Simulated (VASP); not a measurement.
# MoS2 (R-3m) in VASP: further runs

The runs below take MoS2 through single point, with r2SCAN, r2SCAN+rVV10, PBE.

Program: VASP 6.6.1. These are calculated values, not measurements. Logs are shortened: lines on timing, memory, paths and dates and some standing lists are left out, and cuts for length are marked.

## (1) The cell of the first run

Symmetry: R-3m, No. 166, trigonal system. Conventional cell: a = 3.193 Å, b = 3.193 Å, c = 18.232 Å, α = 90.00°, β = 90.00°, γ = 120.00°. Mo (site symmetry -3m) has 6 S at 2.42 Å and 6 Mo at 3.19 Å within 3.2 Å. S (site symmetry 3m) has 3 Mo at 2.42 Å and 6 S at 3.19 Å within 3.2 Å.

## (2) Single point, r2SCAN

The input, POSCAR:

```
MoS2
1.0
    1.5965300440      0.9217570506      6.0772314290
   -1.5965300440      0.9217570506      6.0772314290
    0.0000000000     -1.8435141013      6.0772314290
Mo S
1 2
Direct
    0.0000000000      0.0000000000      0.0000000000
    0.2474267342      0.2474267342      0.2474267342
    0.7525732658      0.7525732658      0.7525732658
```

The input, INCAR.step1:

```
PREC     = Accurate       # precision mode
ENCUT    = 520            # plane-wave cutoff, eV
ISMEAR   = -1             # smearing method
SIGMA    = 0.02           # smearing width, eV
LREAL    = False          # projectors in reciprocal space
LASPH    = True           # aspherical terms in the spheres
NELM     = 100            # most SCF steps
NBANDS   = 20             # bands
GGA      = PE             # functional
ALGO     = Normal         # electronic algorithm
EDIFF    = 1E-4           # SCF threshold, eV
LWAVE    = True           # write WAVECAR
LCHARG   = False          # write CHGCAR
```

The input, INCAR.step2:

```
PREC     = Accurate       # precision mode
ENCUT    = 520            # plane-wave cutoff, eV
EDIFF    = 1E-7           # SCF threshold, eV
ISMEAR   = -1             # smearing method
SIGMA    = 0.02           # smearing width, eV
LREAL    = False          # projectors in reciprocal space
LASPH    = True           # aspherical terms in the spheres
NELM     = 100            # most SCF steps
ALGO     = Normal         # electronic algorithm
ISIF     = 2              # what is computed and relaxed
LWAVE    = False          # write WAVECAR
LCHARG   = True           # write CHGCAR
METAGGA  = R2SCAN         # meta-GGA
LMIXTAU  = True         
LELF     = True           # ELF
LVHAR    = True         
NBANDS   = 20             # bands
ISTART   = 1
```

The input, KPOINTS:

```
regular mesh
0
Gamma
  10 10 10
```

Potentials or basis: VASP PAW PBE potentials, release 64 (Mo_sv, S).

Launch:

```bash
$ cat potpaw_PBE.64/Mo_sv/POTCAR potpaw_PBE.64/S/POTCAR > POTCAR
$ cp INCAR.step1 INCAR
$ mpirun -np 1 vasp_std > vasp.out
$ cp INCAR.step2 INCAR
$ mpirun -np 1 vasp_std > vasp.out
```

OUTCAR:

```text
PREC = Accurate
   ENCUT = 520
   EDIFF = 1E-7
   ISMEAR = -1
   LREAL = False
   LASPH = True
   NELM = 100
   ISIF = 2
   METAGGA = R2SCAN
   ISTART = 1

 ion  position               nearest neighbor table
   1  0.000  0.000  0.000-   3 2.42   2 2.42   3 2.42   3 2.42   2 2.42   2 2.42
   2  0.247  0.247  0.247-   1 2.42   1 2.42   1 2.42
   3  0.753  0.753  0.753-   1 2.42   1 2.42   1 2.42

  LATTYP: Found a trigonal (rhomboedric) cell.
 ALAT       =     6.3506917799
 COS(alpha) =     0.8736014430

  Lattice vectors:

 A1 = (   1.5965300440,   0.9217570506,   6.0772314290)
 A2 = (  -1.5965300440,   0.9217570506,   6.0772314290)
 A3 = (   0.0000000000,  -1.8435141013,   6.0772314290)

Analysis of symmetry for initial positions (statically):
=====================================================================
 Subroutine PRICEL returns:
 Original cell was already a primitive cell.

 Routine SETGRP: Setting up the symmetry group for a
 trigonal (rhombohedral) supercell.

 Subroutine GETGRP returns: Found 12 space group operations
 (whereof 12 operations were pure point group operations)
 out of a pool of 12 trial point group operations.

The static configuration has the point symmetry D_3d.

Analysis of symmetry for dynamics (positions and initial velocities):
=====================================================================
 Subroutine PRICEL returns:
 Original cell was already a primitive cell.

 Routine SETGRP: Setting up the symmetry group for a
 trigonal (rhombohedral) supercell.

 Subroutine GETGRP returns: Found 12 space group operations
 (whereof 12 operations were pure point group operations)
 out of a pool of 12 trial point group operations.

The dynamic configuration has the point symmetry D_3d.

 Subroutine INISYM returns: Found 12 space group operations
 (whereof 12 operations are pure point group operations),
 and found     1 'primitive' translations

----------------------------------------------------------------------------------------

                                     Primitive cell

  volume of cell :      53.6600

  direct lattice vectors                    reciprocal lattice vectors
     1.596530044  0.921757051  6.077231429     0.313179199  0.180814095  0.054849538
    -1.596530044  0.921757051  6.077231429    -0.313179199  0.180814095  0.054849538
     0.000000000 -1.843514101  6.077231429     0.000000000 -0.361628189  0.054849538

  length of vectors
     6.350691780  6.350691780  6.350691780     0.365764158  0.365764158  0.365764158

  position of ions in fractional coordinates (direct lattice)
     0.000000000  0.000000000  0.000000000
     0.247426734  0.247426734  0.247426734
     0.752573266  0.752573266  0.752573266

  ion indices of the primitive-cell ions
   primitive index   ion index
                 1           1
                 2           2
                 3           3

----------------------------------------------------------------------------------------

 KPOINTS: regular mesh

Automatic generation of k-mesh.
 Grid dimensions read from file:
 generate k-points for:   10   10   10

 Generating k-lattice:

  Cartesian coordinates                     Fractional coordinates (reciprocal lattice)
     0.031317920  0.018081409  0.005484954     0.100000000  0.000000000  0.000000000
    -0.031317920  0.018081409  0.005484954     0.000000000  0.100000000  0.000000000
     0.000000000 -0.036162819  0.005484954     0.000000000  0.000000000  0.100000000

  Length of vectors
     0.036576416  0.036576416  0.036576416

  Shift w.r.t. Gamma in fractional coordinates (k-lattice)
     0.000000000  0.000000000  0.000000000

 Subroutine IBZKPT returns following result:
 ===========================================

 Found    116 irreducible k-points:

 Following reciprocal coordinates:
            Coordinates               Weight
  0.000000  0.000000  0.000000      1.000000
  0.100000  0.000000  0.000000      6.000000
  0.200000  0.000000  0.000000      6.000000
  0.300000 -0.000000 -0.000000      6.000000
  0.400000 -0.000000  0.000000      6.000000
  0.500000 -0.000000 -0.000000      3.000000
[... 16 lines left out ...]
  0.300000  0.300000 -0.000000      6.000000
  0.400000  0.300000  0.000000     12.000000
 [... further k-points ...]
   k-points           NKPTS =    116   k-points in BZ     NKDIM =    116   number of bands    NBANDS=     20
   number of dos      NEDOS =    301   number of ions     NIONS =      3
   total plane-waves  NPLWV = 110592
   dimension x,y,z NGX =    48 NGY =   48 NGZ =   48
   dimension x,y,z NGXF=    96 NGYF=   96 NGZF=   96
   ions per type =               1   2
   NGX,Y,Z   is equivalent  to a cutoff of  12.57, 12.57, 12.57 a.u.
   NGXF,Y,Z  is equivalent  to a cutoff of  25.13, 25.13, 25.13 a.u.
 SYSTEM =  unknown system
   PREC   = accura    normal or accurate (medium, high low for compatibility)
   ISTART =      1    job   : 0-new  1-cont  2-samecut
[... 76 lines left out ...]
      2     -29.5113      2.00000
      3     -29.4798      2.00000
      4     -29.4510      2.00000
      5      -7.9869      2.00000
      6      -6.4677      2.00000
[... 12 lines left out ...]
     19      15.4177      0.00000
     20      17.1878      0.00000

 k-point     3 :       0.2000    0.0000    0.0000
  band No.  band energies     occupation
      1     -56.1807      2.00000
      2     -29.5767      2.00000
      3     -29.4912      2.00000
      4     -29.4733      2.00000
      5      -7.5336      2.00000
      6      -6.3772      2.00000
[... 12 lines left out ...]
     19      16.0657      0.00000
     20      17.4572      0.00000

 k-point     4 :       0.3000   -0.0000   -0.0000
  band No.  band energies     occupation
      1     -56.1685      2.00000
      2     -29.6943      2.00000
      3     -29.5007      2.00000
      4     -29.4665      2.00000
      5      -6.9428      2.00000
      6      -6.1926      2.00000
[... 12 lines left out ...]
     19      15.6062      0.00000
     20      17.5165      0.00000

 k-point     5 :       0.4000   -0.0000    0.0000
  band No.  band energies     occupation
      1     -56.1586      2.00000
      2     -29.7880      2.00000
      3     -29.5227      2.00000
      4     -29.4464      2.00000
      5      -6.5631      2.00000
      6      -5.8056      2.00000
[... 12 lines left out ...]
     19      15.2752      0.00000
     20      15.6704      0.00000

 k-point     6 :       0.5000   -0.0000   -0.0000
  band No.  band energies     occupation
      1     -56.1548      2.00000
      2     -29.8235      2.00000
      3     -29.5311      2.00000
      4     -29.4387      2.00000
      5      -6.4741      2.00000
      6      -5.5447      2.00000
[... 12 lines left out ...]
     19      14.8836      0.00000
     20      15.3989      0.00000

 k-point     7 :       0.1000    0.1000    0.0000
  band No.  band energies     occupation
      1     -56.1905      2.00000
      2     -29.5113      2.00000
      3     -29.4798      2.00000
      4     -29.4510      2.00000
      5      -7.9786      2.00000
      6      -6.4820      2.00000
[... 12 lines left out ...]
     19      15.4700      0.00000
     20      17.1836      0.00000
[... 277 lines left out ...]
 k-point    20 :      -0.4000    0.2000   -0.0000
  band No.  band energies     occupation
      1     -56.1517      2.00000
      2     -29.7778      2.00000
      3     -29.6149      2.00000
      4     -29.4327      2.00000
      5      -6.1634      2.00000
      6      -5.6478      2.00000
[... 12 lines left out ...]
     19      15.6295      0.00000
     20      17.0144      0.00000

 k-point    21 :      -0.3000    0.2000    0.0000
  band No.  band energies     occupation
      1     -56.1548      2.00000
      2     -29.7612      2.00000
      3     -29.5957      2.00000
      4     -29.4389      2.00000
      5      -6.1924      2.00000
      6      -5.9098      2.00000
[... 12 lines left out ...]
     19      15.9278      0.00000
     20      16.7382      0.00000

 k-point    22 :      -0.2000    0.2000    0.0000
  band No.  band energies     occupation
      1     -56.1628      2.00000
      2     -29.7134      2.00000
      3     -29.5494      2.00000
      4     -29.4549      2.00000
      5      -6.5741      2.00000
      6      -6.1742      2.00000
[... 12 lines left out ...]
     19      16.6127      0.00000
     20      16.7389      0.00000

 k-point    23 :       0.3000    0.3000   -0.0000
  band No.  band energies     occupation
      1     -56.1685      2.00000
      2     -29.6943      2.00000
      3     -29.5007      2.00000
      4     -29.4665      2.00000
      5      -6.8039      2.00000
      6      -6.3636      2.00000
[... 12 lines left out ...]
     19      15.1569      0.00000
     20      16.3805      0.00000

 k-point    24 :       0.4000    0.3000    0.0000
  band No.  band energies     occupation
      1     -56.1616      2.00000
      2     -29.7433      2.00000
      3     -29.5325      2.00000
      4     -29.4526      2.00000
      5      -6.4090      2.00000
      6      -6.2537      2.00000
[... 12 lines left out ...]
     19      15.2636      0.00000
     20      16.4198      0.00000

 [... further k-points ...]
[... 5 lines left out ...]
  --------------------------------------------------------------------------------------
  -------------------------------------------------------------------------------------
  Total        0.4025615      0.4025615      0.4144915      0.0000000     -0.0000000      0.0000000
  in kB       12.0196617     12.0196617     12.3758662      0.0000000     -0.0000000      0.0000000
  external PRESSURE =      12.1383965 kB  Pullay stress =       0.0000000 kB

 VOLUME and BASIS-vectors are now :
 -----------------------------------------------------------------------------
  energy-cutoff  :      520.00
  volume of cell :       53.66
      direct lattice vectors                 reciprocal lattice vectors
     1.596530044  0.921757051  6.077231429     0.313179199  0.180814095  0.054849538
    -1.596530044  0.921757051  6.077231429    -0.313179199  0.180814095  0.054849538
     0.000000000 -1.843514101  6.077231429     0.000000000 -0.361628189  0.054849538

 POSITION                                       TOTAL-FORCE (eV/Angst)
 -----------------------------------------------------------------------------------
      0.00000      0.00000      0.00000         0.000000     -0.000000      0.000000
      0.00000     -0.00000      4.51101         0.000000     -0.000000      0.067998
      0.00000     -0.00000     13.72069         0.000000      0.000000     -0.067998
 -----------------------------------------------------------------------------------
    total drift:                               -0.000000     -0.000000     -0.000000

  FREE ENERGIE OF THE ION-ELECTRON SYSTEM (eV)
  ---------------------------------------------------
  free  energy   TOTEN  =       -44.1592571875 eV

  energy  without entropy=      -44.1582749120  energy(sigma->0) =      -44.15876605
```

It took 14 min on 1 thread of Intel Xeon Platinum 8488C (Sapphire Rapids), shared host; peak memory 0.42 GiB.

What came out:

| Property | Result |
| --- | --- |
| Free energy | -44.1593 eV |
| Pressure | 1.2 GPa |
| Largest force | 0.068 eV/Å |
| Band gap on the k mesh | zero (band 13 reaches 7.90 eV, above the bottom of band 14 at 7.16 eV) |

Forces in eV/Å, atoms in the order of the input:
```
Mo   0.000  0.000  0.000
S    0.000  0.000  0.068
S    0.000  0.000 -0.068
```

Caveat: the PAW data sets were made with another functional, which shifts forces and pressure a little.

## (3) Single point, r2SCAN+rVV10

POSCAR is that of step 2.

The input, INCAR.step1:

```
PREC     = Accurate       # precision mode
ENCUT    = 520            # plane-wave cutoff, eV
ISMEAR   = -1             # smearing method
SIGMA    = 0.02           # smearing width, eV
LREAL    = F              # projectors in reciprocal space
LASPH    = T              # aspherical terms in the spheres
NELM     = 80             # most SCF steps
NBANDS   = 20             # bands
GGA      = PE             # functional
ALGO     = Normal         # electronic algorithm
EDIFF    = 1E-4           # SCF threshold, eV
LWAVE    = T              # write WAVECAR
LCHARG   = F              # write CHGCAR
```

The input, INCAR.step2:

```
PREC     = Accurate       # precision mode
ENCUT    = 520            # plane-wave cutoff, eV
EDIFF    = 1E-6           # SCF threshold, eV
ISMEAR   = -1             # smearing method
SIGMA    = 0.02           # smearing width, eV
LREAL    = F              # projectors in reciprocal space
LASPH    = T              # aspherical terms in the spheres
NELM     = 80             # most SCF steps
ALGO     = Normal         # electronic algorithm
ISIF     = 2              # what is computed and relaxed
LWAVE    = F              # write WAVECAR
LCHARG   = T              # write CHGCAR
METAGGA  = R2SCAN         # meta-GGA
LMIXTAU  = T            
LUSE_VDW = T            
IVDW_NL  = 2            
BPARAM   = 11.95        
CPARAM   = 0.0093       
LELF     = T              # ELF
LVHAR    = T            
NBANDS   = 20             # bands
ISTART   = 1
```

The input, KPOINTS:

```
Automatic mesh
0
Gamma
  8 8 8
```

Potentials or basis: VASP PAW PBE potentials, release 64 (Mo_sv, S).

Launch:

```bash
$ cat potpaw_PBE.64/Mo_sv/POTCAR potpaw_PBE.64/S/POTCAR > POTCAR
$ cp INCAR.step1 INCAR
$ mpirun -np 1 vasp_std > vasp.out
$ cp INCAR.step2 INCAR
$ mpirun -np 1 vasp_std > vasp.out
```

It took 11 min on 1 thread of Intel Xeon Platinum 8259CL at 2.50GHz (Skylake/Cascade Lake), shared host; peak memory 0.77 GiB.

It converged, with:

- Free energy: -43.6635 eV
- Pressure: 0.2 GPa
- Largest force: 0.017 eV/Å
- Band gap on the k mesh: zero (band 13 reaches 7.67 eV, above the bottom of band 14 at 7.16 eV)

Forces in eV/Å, atoms in the order of the input:
```
Mo   0.000  0.000  0.000
S    0.000  0.000 -0.017
S    0.000  0.000  0.017
```

Levels at points of the mesh, in eV from the Fermi level:
```csv
k point,band 10,band 11,band 12,band 13,band 14,band 15,band 16,band 17
"(0.00, 0.00, 0.00)",-1.77,-1.30,-0.98,-0.98,-0.30,-0.30,3.32,3.32
"(0.50, 0.00, 0.00)",-4.40,-3.01,-1.95,-1.66,1.12,2.03,3.31,4.18
"(0.50, 0.50, 0.00)",-4.30,-3.04,-2.32,-1.94,1.12,1.79,3.85,5.01
"(0.50, 0.50, 0.50)",-4.15,-0.96,-0.96,-0.44,-0.44,-0.08,3.47,3.47
```

Caveat: the PAW data sets were made with another functional, which shifts forces and pressure a little.

## (4) Single point, PBE

The input, INCAR:

```
ALGO = Normal
EDIFF = 1E-6
ENCUT = 520
GGA = PE
ISIF = 2
ISMEAR = -1
LASPH = True
LCHARG = True
LELF = True
LREAL = False
LVHAR = True
LWAVE = False
NBANDS = 20
NELM = 100
PREC = Accurate
SIGMA = 0.02
```

The input, KPOINTS:

```
k-points
0
Gamma
  10 10 10
```

POSCAR is that of step 3.

Launch:

```bash
$ cat potpaw_PBE.64/Mo_sv/POTCAR potpaw_PBE.64/S/POTCAR > POTCAR
$ mpirun -np 1 vasp_std > vasp.out
```

Run time: 4.6 min. Hardware: 1 thread of Intel Xeon Platinum 8259CL at 2.50GHz (Skylake/Cascade Lake), shared host; peak memory 0.38 GiB.

Results (log left out):

- Free energy: -21.0057 eV
- Pressure: 2.1 GPa
- Largest force: 0.154 eV/Å
- Band gap on the k mesh: zero (band 13 reaches 7.94 eV, above the bottom of band 14 at 7.33 eV)

Forces on the atoms (eV/Å):
```
Mo   0.000  0.000  0.000
S    0.000  0.000 -0.154
S    0.000  0.000  0.154
```

Stress tensor (GPa, compression positive):
```
1.26 0.00 0.00
0.00 1.26 0.00
0.00 0.00 3.77
```

Levels at points of the mesh, in eV from the Fermi level:
```csv
k point,band 9,band 10,band 11,band 12,band 13,band 14,band 15,band 16,band 17,band 18
"(0.00, 0.00, 0.00)",-3.98,-1.64,-1.31,-0.97,-0.97,-0.25,-0.25,3.12,3.12,6.10
"(0.50, 0.00, 0.00)",-5.26,-4.17,-2.84,-1.93,-1.54,1.02,1.88,3.13,3.91,5.55
"(0.50, 0.50, 0.00)",-4.54,-4.08,-2.86,-2.29,-1.82,1.02,1.64,3.64,4.69,4.72
"(0.50, 0.50, 0.50)",-3.96,-3.96,-0.96,-0.96,-0.38,-0.38,-0.13,3.27,3.27,6.19
```

## (5) The runs side by side

| level | k mesh | gap on the mesh (eV) | pressure (GPa) | largest force (eV/Å) |
| --- | --- | --- | --- | --- |
| r2SCAN | 10 × 10 × 10 | none | 1.2 | 0.07 |
| r2SCAN+rVV10 | 8 × 8 × 8 | none | 0.2 | 0.02 |
| PBE | 10 × 10 × 10 | none | 2.1 | 0.15 |

Alike in all rows: task single point; potentials or basis VASP PAW PBE potentials, release 64 (Mo_sv, S); no spin polarisation; cell a = 6.351 Å, angles 29.1°, 3 atoms; cutoff (eV) 520; smearing fermi-dirac 0.02 eV.

Every run on the cell as given and a fine mesh finds a metal. The pressure there spans 0.2 GPa (r2SCAN+rVV10) to 2.1 GPa (PBE); a positive pressure means that this level wants a larger cell, a negative one a smaller.

Caveats: the PAW data sets were made with another functional, which shifts forces and pressure a little (some runs).

Absolute energies hang on the potentials; compare differences alone.
